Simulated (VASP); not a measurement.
**Pb: single point with r2SCAN**

Crystal: Pb.

```
Pb
1.0
     0.00011    2.29653    2.29223
     2.30670   -0.00003    2.29225
     2.30675    2.29674   -0.00020
Pb
1
Direct
  0.00000 0.00000 0.00000
```

```
Program                : VASP 6.6.1
Task                   : single point
Functional             : r2SCAN
Potentials or basis    : VASP PAW PBE potentials, release 64 (Pb_d)
Cutoff                 : 520 eV
k mesh                 : 9 × 9 × 9
Occupations            : fermi-dirac, width 0.05 eV
Spin                   : no spin polarisation
Dipole correction      : no
Further INCAR settings : ALGO = Normal; EDIFF = 1e-06; NBANDS = 13
```

```yaml
Pressure: 20.1 GPa
Band_gap_on_the_k_mesh: zero (band 7 reaches 19.69 eV, above the bottom of band 8 at 7.83 eV)
```

Levels at points of the mesh, in eV from the Fermi level:
```csv
k point,band 4,band 5,band 6,band 7,band 8,band 9,band 10,band 11
"(0.00, 0.00, 0.00)",-17.64,-17.62,-14.01,9.77,9.78,9.79,10.53,15.07
```

Wall time 86 s on 1 thread of Intel(R) Xeon(R) 6975P-C (Granite Rapids) (shared host), peak memory 0.23 GiB.

Caveat: the PAW data sets were made with another functional, which shifts forces and pressure a little; spin-orbit coupling is left out, which moves the levels of the heavy elements.
